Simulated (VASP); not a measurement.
# WS2 (R3m) in VASP: single point with LDA

Aim: the single point of WS2 with LDA.

All numbers are computed with VASP 6.6.1; they aren't measurements. Logs are shortened: lines on timing, memory, paths and dates and some standing lists are left out, and cuts for length are marked.

**1. The cell of the first run**

It takes space group R3m (No. 160, trigonal). The conventional cell has a = 3.221 Å, b = 3.221 Å, c = 18.490 Å, α = 90.00°, β = 90.00°, γ = 120.00°. W (site symmetry 3m) has 6 S at 2.42 to 2.44 Å and 6 W at 3.22 Å within 3.3 Å. S (site symmetry 3m) has 3 W at 2.42 Å and 7 S at 3.13 to 3.22 Å within 3.3 Å. S (site symmetry 3m) has 3 W at 2.44 Å and 7 S at 3.13 to 3.22 Å within 3.3 Å.

**2. Single point, LDA (equal xx and yy strain of +2 %)**

Contents of INCAR:

```
  PREC = Accurate
  ENCUT = 520
  EDIFF = 1E-6
  ISMEAR = -1
  SIGMA = 0.08
  LREAL = F
  LASPH = T
  NELM = 80
  ALGO = Normal
  ISIF = 2
  LWAVE = F
  LCHARG = F
  NBANDS = 20
```

Contents of KPOINTS:

```
regular mesh
0
Gamma
  13 13 13
```

Contents of POSCAR:

```
WS2
1.0
    1.6105803920      0.9298690228      6.1633300000
   -1.6105803920      0.9298690228      6.1633300000
    0.0000000000     -1.8597380457      6.1633300000
W S
1 2
Direct
    0.0000000000      0.0000000000      0.0000000000
    0.7503000000      0.7503000000      0.7503000000
    0.5810000000      0.5810000000      0.5810000000
```

Potentials or basis: VASP PAW LDA potentials, release 64 (W_sv, S).

Run with:

```sh
cat potpaw_LDA.64/W_sv/POTCAR potpaw_LDA.64/S/POTCAR > POTCAR
mpirun -np 1 vasp_std > vasp.out
```

OUTCAR:

```text
PREC = Accurate
   ENCUT = 520
   EDIFF = 1E-6
   ISMEAR = -1
   LREAL = F
   LASPH = T
   NELM = 80
   ISIF = 2

 ion  position               nearest neighbor table
   1  0.000  0.000  0.000-   2 2.42   2 2.42   2 2.42   3 2.44   3 2.44   3 2.44
   2  0.750  0.750  0.750-   1 2.42   1 2.42   1 2.42
   3  0.581  0.581  0.581-   1 2.44   1 2.44   1 2.44

  LATTYP: Found a trigonal (rhomboedric) cell.
 ALAT       =     6.4377994911
 COS(alpha) =     0.8748243319

  Lattice vectors:

 A1 = (   1.6105803920,   0.9298690228,   6.1633300000)
 A2 = (  -1.6105803920,   0.9298690228,   6.1633300000)
 A3 = (   0.0000000000,  -1.8597380457,   6.1633300000)

Analysis of symmetry for initial positions (statically):
=====================================================================
 Subroutine PRICEL returns:
 Original cell was already a primitive cell.

 Routine SETGRP: Setting up the symmetry group for a
 trigonal (rhombohedral) supercell.

 Subroutine GETGRP returns: Found  6 space group operations
 (whereof  6 operations were pure point group operations)
 out of a pool of 12 trial point group operations.

The static configuration has the point symmetry C_3v.

Analysis of symmetry for dynamics (positions and initial velocities):
=====================================================================
 Subroutine PRICEL returns:
 Original cell was already a primitive cell.

 Routine SETGRP: Setting up the symmetry group for a
 trigonal (rhombohedral) supercell.

 Subroutine GETGRP returns: Found  6 space group operations
 (whereof  6 operations were pure point group operations)
 out of a pool of 12 trial point group operations.

The dynamic configuration has the point symmetry C_3v.

 Subroutine INISYM returns: Found  6 space group operations
 (whereof  6 operations are pure point group operations),
 and found     1 'primitive' translations

----------------------------------------------------------------------------------------

                                     Primitive cell

  volume of cell :      55.3823

  direct lattice vectors                    reciprocal lattice vectors
     1.610580392  0.929869023  6.163330000     0.310447093  0.179236712  0.054083318
    -1.610580392  0.929869023  6.163330000    -0.310447093  0.179236712  0.054083318
     0.000000000 -1.859738046  6.163330000     0.000000000 -0.358473425  0.054083318

  length of vectors
     6.437799491  6.437799491  6.437799491     0.362530277  0.362530277  0.362530277

  position of ions in fractional coordinates (direct lattice)
     0.000000000  0.000000000  0.000000000
     0.750300000  0.750300000  0.750300000
     0.581000000  0.581000000  0.581000000

  ion indices of the primitive-cell ions
   primitive index   ion index
                 1           1
                 2           2
                 3           3

----------------------------------------------------------------------------------------

 KPOINTS: regular mesh

Automatic generation of k-mesh.
 Grid dimensions read from file:
 generate k-points for:   13   13   13

 Generating k-lattice:

  Cartesian coordinates                     Fractional coordinates (reciprocal lattice)
     0.023880546  0.013787439  0.004160255     0.076923077  0.000000000  0.000000000
    -0.023880546  0.013787439  0.004160255     0.000000000  0.076923077  0.000000000
     0.000000000 -0.027574879  0.004160255    -0.000000000 -0.000000000  0.076923077

  Length of vectors
     0.027886944  0.027886944  0.027886944

  Shift w.r.t. Gamma in fractional coordinates (k-lattice)
     0.000000000  0.000000000  0.000000000

 Subroutine IBZKPT returns following result:
 ===========================================

 Found    231 irreducible k-points:

 Following reciprocal coordinates:
            Coordinates               Weight
  0.000000  0.000000  0.000000      1.000000
  0.076923  0.000000 -0.000000      6.000000
  0.153846  0.000000 -0.000000      6.000000
  0.230769  0.000000  0.000000      6.000000
  0.307692  0.000000 -0.000000      6.000000
  0.384615  0.000000  0.000000      6.000000
[... 16 lines left out ...]
  0.384615  0.153846 -0.000000     12.000000
  0.461538  0.153846 -0.000000     12.000000
 [... further k-points ...]
   k-points           NKPTS =    231   k-points in BZ     NKDIM =    231   number of bands    NBANDS=     20
   number of dos      NEDOS =    301   number of ions     NIONS =      3
   total plane-waves  NPLWV = 110592
   dimension x,y,z NGX =    48 NGY =   48 NGZ =   48
   dimension x,y,z NGXF=    96 NGYF=   96 NGZF=   96
   ions per type =               1   2
   NGX,Y,Z   is equivalent  to a cutoff of  12.40, 12.40, 12.40 a.u.
   NGXF,Y,Z  is equivalent  to a cutoff of  24.79, 24.79, 24.79 a.u.
 SYSTEM =  unknown system
   PREC   = accura    normal or accurate (medium, high low for compatibility)
   ISTART =      0    job   : 0-new  1-cont  2-samecut
   ICHARG =      2    charge: 1-file 2-atom 10-const
   ISPIN  =      1    spin polarized calculation?
   LNONCOLLINEAR =      F non collinear calculations
   LSORBIT =      F    spin-orbit coupling
   LASPH  =      T    aspherical Exc in radial PAW
   ENCUT  =  520.0 eV  38.22 Ry    6.18 a.u.  11.97 11.97 11.97*2*pi/ulx,y,z
   NELM   =     80;   NELMIN=  2; NELMDL= -5     # of ELM steps
   EDIFF  = 0.1E-05   stopping-criterion for ELM
   LREAL  =      F    real-space projection
   EDIFFG = 0.1E-04   stopping-criterion for IOM
   NSW    =      0    number of steps for IOM
   IBRION =     -1    ionic relax: 0-MD 1-quasi-New 2-CG
   NFREE  =      0    steps in history (QN), initial steepest desc. (CG)
   ISIF   =      2    stress and relaxation
   ISYM   =      2    0-nonsym 1-usesym 2-fastsym
   POTIM  = 0.5000    time-step for ionic-motion
   TEBEG  =    0.0;   TEEND  =   0.0 temperature during run
   PSTRESS=    0.0 pullay stress
   NELECT =      26.0000    total number of electrons
   NUPDOWN=      -1.0000    fix difference up-down
   EMIN   =  10.00;   EMAX   =-10.00  energy-range for DOS
   EFERMI =   0.00;   METHOD = LEGACY
   ISMEAR =    -1;   SIGMA  =   0.08  broadening in eV -4-tet -1-fermi 0-gaus
   EFERMI_NEDOS =   21; number of points for ismear=-14 and -15
   IALGO  =     38    algorithm
   IMIX   =      4    mixing-type and parameters
     AMIX     =   0.40;   BMIX     =  1.00
     AMIX_MAG =   1.60;   BMIX_MAG =  1.00
  volume/ion in A,a.u.               =      18.46       124.58
  Fermi-wavevector in a.u.,A,eV,Ry     =   1.272357  2.404406 22.026368  1.618892
  Thomas-Fermi vector in A             =   2.405240
   LORBIT       =      0    0 simple, 1 ext, 2 COOP (PROOUT), +10 PAW based schemes
   GGA     = CA    functional components
   LHFCALC =     F    Hartree Fock is set to
   AEXX    =    0.0000 exact exchange contribution
   IVDW    =     0    specifies the selected vdW correction
   LEPSILON=     F    determine dielectric tensor
   LRPA    =     F    only Hartree local field effects (RPA)
 non-spin polarized calculation
  energy-cutoff  :      520.00
  volume of cell :       55.38
 maximum number of plane-waves:      1512
   NGX = 23   NGY = 23   NGZ = 23

 number of electron      26.0000001 magnetization

 Free energy of the ion-electron system (eV)
  ---------------------------------------------------
  ext. energy  EPLUGINS =         0.00000000
  ---------------------------------------------------
  free energy    TOTEN  =       -26.15026696 eV

  energy without entropy =      -26.15020892  energy(sigma->0) =      -26.15023794

 E-fermi :   7.3126     XC(G=0): -11.0532

 val. band max:        6.9360956903   @ k =   0.4615   0.4615   0.4615
 cond. band min:       7.9134141099   @ k =  -0.1538   0.1538   0.0000
 fundamental gap:      0.9773184196
 Fermi energy:         7.3125826174

 k-point     1 :       0.0000    0.0000    0.0000
  band No.  band energies     occupation
      1     -67.4123      2.00000
      2     -31.8867      2.00000
      3     -31.7602      2.00000
      4     -31.7602      2.00000
      5      -8.4390      2.00000
      6      -6.4940      2.00000
[... 12 lines left out ...]
     19      14.3490      0.00000
     20      15.1956      0.00000

 k-point     2 :       0.0769    0.0000   -0.0000
  band No.  band energies     occupation
      1     -67.4115      2.00000
      2     -31.8836      2.00000
      3     -31.7776      2.00000
      4     -31.7643      2.00000
      5      -8.3441      2.00000
      6      -6.4681      2.00000
[... 12 lines left out ...]
     19      14.7474      0.00000
     20      15.2763      0.00000

 k-point     3 :       0.1538    0.0000   -0.0000
  band No.  band energies     occupation
      1     -67.4092      2.00000
      2     -31.8751      2.00000
      3     -31.8255      2.00000
      4     -31.7755      2.00000
      5      -8.0715      2.00000
      6      -6.3935      2.00000
[... 12 lines left out ...]
     19      15.1485      0.00000
     20      15.6335      0.00000

 k-point     4 :       0.2308    0.0000    0.0000
  band No.  band energies     occupation
      1     -67.4060      2.00000
      2     -31.8925      2.00000
      3     -31.8630      2.00000
      4     -31.7913      2.00000
      5      -7.6570      2.00000
      6      -6.2805      2.00000
[... 12 lines left out ...]
     19      14.9381      0.00000
     20      15.4802      0.00000

 k-point     5 :       0.3077    0.0000   -0.0000
  band No.  band energies     occupation
      1     -67.4025      2.00000
      2     -31.9627      2.00000
      3     -31.8501      2.00000
      4     -31.8081      2.00000
      5      -7.1652      2.00000
      6      -6.1491      2.00000
[... 12 lines left out ...]
     19      14.2657      0.00000
     20      14.6893      0.00000
[... 353 lines left out ...]
      6      -6.3605      2.00000
[... 12 lines left out ...]
     19      15.1200      0.00000
     20      15.5283      0.00000

 k-point    22 :       0.3077    0.1538   -0.0000
  band No.  band energies     occupation
      1     -67.4043      2.00000
      2     -31.9161      2.00000
      3     -31.8568      2.00000
      4     -31.8101      2.00000
      5      -7.4035      2.00000
      6      -6.2566      2.00000
[... 12 lines left out ...]
     19      14.9068      0.00000
     20      15.5388      0.00000

 k-point    23 :       0.3846    0.1538   -0.0000
  band No.  band energies     occupation
      1     -67.4013      2.00000
      2     -31.9679      2.00000
      3     -31.8454      2.00000
      4     -31.8353      2.00000
      5      -6.9456      2.00000
      6      -6.1268      2.00000
[... 12 lines left out ...]
     19      14.6551      0.00000
     20      15.1753      0.00000

 k-point    24 :       0.4615    0.1538   -0.0000
  band No.  band energies     occupation
      1     -67.3988      2.00000
      2     -32.0097      2.00000
      3     -31.8568      2.00000
      4     -31.8359      2.00000
      5      -6.5219      2.00000
      6      -6.0009      2.00000
[... 12 lines left out ...]
     19      14.4800      0.00000
     20      14.9865      0.00000

 [... further k-points ...]

------------------------ aborting loop because EDIFF is reached ----------------------------------------

  FORCE on cell =-STRESS in cart. coord.  units (eV):
  Direction    XX          YY          ZZ          XY          YZ          ZX
  --------------------------------------------------------------------------------------
  -------------------------------------------------------------------------------------
  Total       -3.4828415     -3.4828415     -2.3419316      0.0000000      0.0000000      0.0000000
  in kB     -100.7565833   -100.7565833    -67.7507211      0.0000000      0.0000000      0.0000000
  external PRESSURE =     -89.7546292 kB  Pullay stress =       0.0000000 kB

 VOLUME and BASIS-vectors are now :
 -----------------------------------------------------------------------------
  energy-cutoff  :      520.00
  volume of cell :       55.38
      direct lattice vectors                 reciprocal lattice vectors
     1.610580392  0.929869023  6.163330000     0.310447093  0.179236712  0.054083318
    -1.610580392  0.929869023  6.163330000    -0.310447093  0.179236712  0.054083318
     0.000000000 -1.859738046  6.163330000     0.000000000 -0.358473425  0.054083318

 POSITION                                       TOTAL-FORCE (eV/Angst)
 -----------------------------------------------------------------------------------
      0.00000      0.00000      0.00000         0.000000      0.000000     -0.534096
      0.00000     -0.00000     13.87304         0.000000      0.000000     -0.370907
      0.00000     -0.00000     10.74268         0.000000     -0.000000      0.905002
 -----------------------------------------------------------------------------------
    total drift:                                0.000000      0.000000      0.000084

  FREE ENERGIE OF THE ION-ELECTRON SYSTEM (eV)
  ---------------------------------------------------
  free  energy   TOTEN  =       -26.1502669572 eV

  energy  without entropy=      -26.1502089184  energy(sigma->0) =      -26.15023794
```

Wall time 5.1 min (1 thread of Intel Xeon 6975P-C (Granite Rapids), shared host); peak memory 0.43 GiB.

What came out:

```yaml
Free_energy: -26.1503 eV
Pressure: -9.0 GPa
Largest_force: 0.905 eV/Å
Band_gap_on_the_k_mesh: 0.98 eV (least direct gap 1.88 eV)
```

Forces on the atoms (eV/Å):
```
W    0.000  0.000 -0.534
S    0.000  0.000 -0.371
S    0.000  0.000  0.905
```

Caveat: the cell differs from its parent crystal (equal xx and yy strain of +2 %); the cell stands under tension; spin-orbit coupling is left out, which moves the levels of the heavy elements. A k mesh can miss the band edges.
